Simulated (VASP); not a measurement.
# Sn (Fd-3m) in VASP: a series of runs

Runs on Sn. Level: r2SCAN. Tasks: single point, relaxation of cell and atoms.

All numbers are computed with VASP 6.6.1; they aren't measurements. Logs are shortened: lines on timing, memory, paths and dates and some standing lists are left out, and cuts for length are marked.

**1. The cell of the first run**

Symmetry: Fd-3m, No. 227, cubic system. Conventional cell: a = 6.575 Å, b = 6.575 Å, c = 6.575 Å, α = 90.00°, β = 90.00°, γ = 90.00°. Within 3.8 Å of Sn (site symmetry -43m) lie 4 Sn at 2.85 Å.

**2. Single point, r2SCAN**

The input, POSCAR:

```
Sn
1.0
    4.6495564167      0.0000000000      0.0000000000
    2.3247782083      4.0266339732      0.0000000000
    2.3247782083      1.3422113244      3.7963469171
Sn
2
Direct
    0.0000000000      0.0000000000      0.0000000000
    0.2500000000      0.2500000000      0.2500000000
```

The input, INCAR.step1:

```
SYSTEM = Sn
  PREC = Accurate
  ENCUT = 520
  ISMEAR = -1
  SIGMA = 0.05
  LREAL = .FALSE.
  LASPH = .TRUE.
  NELM = 100
  NBANDS = 21
  GGA = PE
  ALGO = Normal
  EDIFF = 1E-4
  LWAVE = .TRUE.
  LCHARG = .FALSE.
```

The input, INCAR.step2:

```
SYSTEM = Sn
  PREC = Accurate
  ENCUT = 520
  EDIFF = 1E-6
  ISMEAR = -1
  SIGMA = 0.05
  LREAL = .FALSE.
  LASPH = .TRUE.
  NELM = 100
  ALGO = Normal
  ISIF = 2
  LWAVE = .FALSE.
  LCHARG = .TRUE.
  METAGGA = R2SCAN
  LMIXTAU = .TRUE.
  LELF = .TRUE.
  LVHAR = .TRUE.
  NBANDS = 21
  ISTART = 1
```

The input, KPOINTS:

```
regular mesh
0
G
  5 5 5
  0 0 0
```

Potentials or basis: VASP PAW PBE potentials, release 64 (Sn_d).

The run is started by

```console
cat potpaw_PBE.64/Sn_d/POTCAR > POTCAR
cp INCAR.step1 INCAR
mpirun -np 1 vasp_std > vasp.out
cp INCAR.step2 INCAR
mpirun -np 1 vasp_std > vasp.out
```

OUTCAR:

```text
SYSTEM = Sn
   PREC = Accurate
   ENCUT = 520
   EDIFF = 1E-6
   ISMEAR = -1
   LREAL = .FALSE.
   LASPH = .TRUE.
   NELM = 100
   ISIF = 2
   METAGGA = R2SCAN
   ISTART = 1

 ion  position               nearest neighbor table
   1  0.000  0.000  0.000-   2 2.85   2 2.85   2 2.85   2 2.85
   2  0.250  0.250  0.250-   1 2.85   1 2.85   1 2.85   1 2.85

  LATTYP: Found a face centered cubic cell.
 ALAT       =     6.5754657435

  Lattice vectors:

 A1 = (   4.6495564167,   0.0000000000,   0.0000000000)
 A2 = (   2.3247782083,   4.0266339732,   0.0000000000)
 A3 = (   2.3247782083,   1.3422113244,   3.7963469171)

Analysis of symmetry for initial positions (statically):
=====================================================================
 Subroutine PRICEL returns:
 Original cell was already a primitive cell.

 Routine SETGRP: Setting up the symmetry group for a
 face centered cubic supercell.

 Subroutine GETGRP returns: Found 48 space group operations
 (whereof 24 operations were pure point group operations)
 out of a pool of 48 trial point group operations.

The static configuration has the point symmetry T_d .
 The point group associated with its full space group is O_h .

Analysis of symmetry for dynamics (positions and initial velocities):
=====================================================================
 Subroutine PRICEL returns:
 Original cell was already a primitive cell.

 Routine SETGRP: Setting up the symmetry group for a
 face centered cubic supercell.

 Subroutine GETGRP returns: Found 48 space group operations
 (whereof 24 operations were pure point group operations)
 out of a pool of 48 trial point group operations.

The dynamic configuration has the point symmetry T_d .
 The point group associated with its full space group is O_h .

 Subroutine INISYM returns: Found 48 space group operations
 (whereof 24 operations are pure point group operations),
 and found     1 'primitive' translations

----------------------------------------------------------------------------------------

                                     Primitive cell

  volume of cell :      71.0754

[... 63 lines left out ...]
 SYSTEM =  Sn
   PREC   = accura    normal or accurate (medium, high low for compatibility)
   ISTART =      1    job   : 0-new  1-cont  2-samecut
   ICHARG =      0    charge: 1-file 2-atom 10-const
   ISPIN  =      1    spin polarized calculation?
   LNONCOLLINEAR =      F non collinear calculations
   LSORBIT =      F    spin-orbit coupling
   LASPH  =      T    aspherical Exc in radial PAW
   ENCUT  =  520.0 eV  38.22 Ry    6.18 a.u.   8.65  8.65  8.65*2*pi/ulx,y,z
   NELM   =    100;   NELMIN=  2; NELMDL=  0     # of ELM steps
   EDIFF  = 0.1E-05   stopping-criterion for ELM
   LREAL  =      F    real-space projection
   EDIFFG = 0.1E-04   stopping-criterion for IOM
   NSW    =      0    number of steps for IOM
   IBRION =     -1    ionic relax: 0-MD 1-quasi-New 2-CG
   NFREE  =      0    steps in history (QN), initial steepest desc. (CG)
   ISIF   =      2    stress and relaxation
   ISYM   =      2    0-nonsym 1-usesym 2-fastsym
   POTIM  = 0.5000    time-step for ionic-motion
   TEBEG  =    0.0;   TEEND  =   0.0 temperature during run
   PSTRESS=    0.0 pullay stress
   NELECT =      28.0000    total number of electrons
   NUPDOWN=      -1.0000    fix difference up-down
   EMIN   =  10.00;   EMAX   =-10.00  energy-range for DOS
   EFERMI =   0.00;   METHOD = LEGACY
   ISMEAR =    -1;   SIGMA  =   0.05  broadening in eV -4-tet -1-fermi 0-gaus
   EFERMI_NEDOS =   21; number of points for ismear=-14 and -15
   IALGO  =     38    algorithm
   IMIX   =      4    mixing-type and parameters
     AMIX     =   0.40;   BMIX     =  1.00
     AMIX_MAG =   1.60;   BMIX_MAG =  1.00
  volume/ion in A,a.u.               =      35.54       239.82
  Fermi-wavevector in a.u.,A,eV,Ry     =   1.200110  2.267879 19.595975  1.440264
  Thomas-Fermi vector in A             =   2.335955
   LORBIT       =      0    0 simple, 1 ext, 2 COOP (PROOUT), +10 PAW based schemes
   METAGGA = R2SCAN    functional components
   LHFCALC =     F    Hartree Fock is set to
   AEXX    =    0.0000 exact exchange contribution
   IVDW    =     0    specifies the selected vdW correction
   LEPSILON=     F    determine dielectric tensor
   LRPA    =     F    only Hartree local field effects (RPA)
 non-spin polarized calculation
  energy-cutoff  :      520.00
  volume of cell :       71.08
 maximum number of plane-waves:      1936
   NGX = 17   NGY = 17   NGZ = 17

 number of electron      27.9999985 magnetization

 Free energy of the ion-electron system (eV)
  ---------------------------------------------------
  ext. energy  EPLUGINS =         0.00000000
  ---------------------------------------------------
  free energy    TOTEN  =       -49.42341905 eV

  energy without entropy =      -49.41995848  energy(sigma->0) =      -49.42168876

 E-fermi :   5.1734     XC(G=0):  -9.3976

 val. band max:        4.6133033383   @ k =   0.2000   0.0000  -0.0000
 cond. band min:       5.1834445737   @ k =   0.0000   0.0000   0.0000
 fundamental gap:      0.5701412354
 Fermi energy:         5.1733607031

 k-point     1 :       0.0000    0.0000    0.0000
  band No.  band energies     occupation
      1     -17.1416      2.00000
      2     -17.1416      2.00000
      3     -17.1416      2.00000
      4     -17.0808      2.00000
      5     -17.0808      2.00000
      6     -16.7887      2.00000
[... 229 lines left out ...]
     20      13.9130      0.00000
     21      15.9528      0.00000

------------------------ aborting loop because EDIFF is reached ----------------------------------------

  FORCE on cell =-STRESS in cart. coord.  units (eV):
  Direction    XX          YY          ZZ          XY          YZ          ZX
  --------------------------------------------------------------------------------------
  -------------------------------------------------------------------------------------
  Total       -0.0230810     -0.0230810     -0.0230810      0.0000000     -0.0000000      0.0000000
  in kB       -0.5202910     -0.5202910     -0.5202910      0.0000000     -0.0000000      0.0000000
  external PRESSURE =      -0.5202910 kB  Pullay stress =       0.0000000 kB

 VOLUME and BASIS-vectors are now :
 -----------------------------------------------------------------------------
  energy-cutoff  :      520.00
  volume of cell :       71.08
      direct lattice vectors                 reciprocal lattice vectors
     4.649556417  0.000000000  0.000000000     0.215074280 -0.124173194 -0.087803707
     2.324778208  4.026633973  0.000000000     0.000000000  0.248346387 -0.087803707
     2.324778208  1.342211324  3.796346917     0.000000000  0.000000000  0.263411122

 POSITION                                       TOTAL-FORCE (eV/Angst)
 -----------------------------------------------------------------------------------
      0.00000      0.00000      0.00000         0.000000     -0.000000     -0.000000
      2.32478      1.34221      0.94909        -0.000000      0.000000      0.000000
 -----------------------------------------------------------------------------------
    total drift:                                0.000000      0.000000      0.000000

  FREE ENERGIE OF THE ION-ELECTRON SYSTEM (eV)
  ---------------------------------------------------
  free  energy   TOTEN  =       -49.4234190511 eV

  energy  without entropy=      -49.4199584768  energy(sigma->0) =      -49.42168876
```

OSZICAR.step1:

```text
N       E                     dE             d eps       ncg     rms          rms(c)
DAV:   1     0.226771134006E+03    0.22677E+03   -0.14502E+04   440   0.188E+03
DAV:   2     0.177777908124E+02   -0.20899E+03   -0.20455E+03   430   0.450E+02
DAV:   3    -0.682485305426E+01   -0.24603E+02   -0.24484E+02   495   0.140E+02
DAV:   4    -0.762929039052E+01   -0.80444E+00   -0.80423E+00   475   0.283E+01
DAV:   5    -0.766276390888E+01   -0.33474E-01   -0.33473E-01   642   0.538E+00    0.305E+00
DAV:   6    -0.762428629021E+01    0.38478E-01   -0.24536E-02   568   0.197E+00    0.180E+00
DAV:   7    -0.760654072177E+01    0.17746E-01   -0.44358E-02   455   0.215E+00    0.163E-01
DAV:   8    -0.760856657671E+01   -0.20259E-02   -0.59647E-03   455   0.864E-01    0.488E-02
DAV:   9    -0.760899746841E+01   -0.43089E-03   -0.53634E-04   360   0.178E-01    0.137E-02
DAV:  10    -0.760902113780E+01   -0.23669E-04   -0.45926E-05   366   0.572E-02
   1 F= -.76090211E+01 E0= -.76070486E+01  d E =-.394500E-02
```

Wall time 1.8 min (1 thread of AMD EPYC 7R13, shared host); peak memory 0.18 GiB.

Results:

| Item | Value |
| --- | --- |
| Free energy | -49.4234 eV |
| Pressure | -0.1 GPa |
| Band gap on the k mesh | zero (filled and empty bands touch) |

Caveat: the PAW data sets were made with another functional, which shifts forces and pressure a little; spin-orbit coupling is left out, which moves the levels of the heavy elements.

**3. Relaxation of cell and atoms, r2SCAN**

This run uses another cell than the first one, of 33.80 Å³/atom, 0.951 times its volume.

The input, POSCAR:

```
Sn
1.0
    4.5726370000      0.0000000000      0.0000000000
    2.2863185000      3.9600198043      0.0000000000
    2.2863185000      1.3200066014      3.7335424763
Sn
2
Direct
    0.0000000000      0.0000000000      0.0000000000
    0.2500000000      0.2500000000      0.2500000000
```

The input, INCAR.step1:

```
PREC = Accurate ; ENCUT = 600
ISMEAR = -1 ; SIGMA = 0.05
LREAL = F ; LASPH = T
NELM = 80 ; GGA = PE
ALGO = Normal ; EDIFF = 1E-4
LWAVE = T ; LCHARG = F
```

The input, INCAR.step2:

```
PREC = Accurate ; ENCUT = 600
EDIFF = 1E-7 ; ISMEAR = -1
SIGMA = 0.05 ; LREAL = F
LASPH = T ; NELM = 80
ALGO = Normal ; ISIF = 3
LWAVE = F ; LCHARG = F
METAGGA = R2SCAN ; LMIXTAU = T
IBRION = 2 ; NSW = 80
EDIFFG = -0.02 ; ISTART = 1
```

The input, KPOINTS:

```
regular mesh
0
Gamma
  5 5 5
```

Potentials or basis: VASP PAW PBE potentials, release 64 (Sn_d).

The run is started by

```console
cat potpaw_PBE.64/Sn_d/POTCAR > POTCAR
cp INCAR.step1 INCAR
mpirun -np 1 vasp_std > vasp.out
cp INCAR.step2 INCAR
mpirun -np 1 vasp_std > vasp.out
```

Run time: 7.1 min. Hardware: 1 thread of AMD EPYC 7R13, shared host; peak memory 0.23 GiB.

The run converged. Its results:

```
Free energy                            : -49.4247 eV
Relaxed volume                         : 35.53 Å³/atom
Relaxed cell                           : a = 4.649 Å, b = 4.649 Å, c = 4.649 Å, α = 60.00°, β = 60.00°, γ = 60.00°
Space group after relaxing (to 0.05 Å) : Fd-3m (No. 227)
Energy gained by relaxing              : 12.3 meV/atom
Ionic steps                            : 3
Pressure after relaxing                : 0.0 GPa
Band gap on the k mesh                 : zero (filled and empty bands touch)
```

Step by step:
```tsv
step	energy change (eV)	largest force (eV/Å)	pressure (GPa)	volume (Å³)
1	0.0000	0.0000	2.41	67.61
2	-0.0199	0.0000	-0.91	72.70
3	-0.0246	0.0000	0.01	71.05
```

Final structure:
```
Sn
1.0
     4.64909    0.00000    0.00000
     2.32455    4.02623    0.00000
     2.32455    1.34208    3.79597
Sn
2
Cartesian
  0.0000 0.0000 0.0000
  2.3245 1.3421 0.9490
```

Levels at points of the mesh, in eV from the Fermi level:
```tsv
k point	band 11	band 12	band 13	band 14	band 15	band 16	band 17	band 18
(0.00, 0.00, 0.00)	-10.86	-0.64	0.01	0.01	0.01	2.22	2.22	2.22
```

Caveat: the PAW data sets were made with another functional, which shifts forces and pressure a little; spin-orbit coupling is left out, which moves the levels of the heavy elements.
